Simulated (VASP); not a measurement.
Here is a VASP 6.6.1 calculation.

The input INCAR:

```
  PREC = Accurate
  ENCUT = 500
  EDIFF = 1E-6
  ISMEAR = 0
  SIGMA = 0.01
  LREAL = False
  LASPH = True
  NELM = 120
  ALGO = Normal
  ISIF = 2
  LWAVE = False
  LCHARG = False
  GGA = PE
  NBANDS = 21
  GGA_COMPAT = False
```

Contents of KPOINTS:

```
Automatic mesh
0
Gamma
  6 6 2
```

Contents of POSCAR:

```
PbI2
1.0
    4.5550000000      0.0000000000      0.0000000000
   -2.2775000000      3.9447460000      0.0000000000
    0.0000000000      0.0000000000      6.9770000000
Pb I
1 2
Direct
    0.0000000000      0.0000000000      0.0000000000
    0.3333333333      0.6666666667      0.2650000000
    0.6666666667      0.3333333333      0.7350000000
```

Potentials or basis: VASP PAW PBE potentials, release 64 (Pb_d, I).

Command:

```console
$ cat potpaw_PBE.64/Pb_d/POTCAR potpaw_PBE.64/I/POTCAR > POTCAR
$ mpirun -np 1 vasp_std > vasp.out
```

Estimate the largest force.

0.171 eV/Å.

Predict the pressure.

1.8 GPa.

Forces in eV/Å, atoms in the order of the input:
```
Pb   0.000  0.000  0.000
I    0.000  0.000  0.171
I    0.000  0.000 -0.171
```

Caveat: the k points lie up to 0.45 Å⁻¹ apart; this functional lacks dispersion, which binds the layers, so the pressure and a relaxed spacing across them are unreliable.
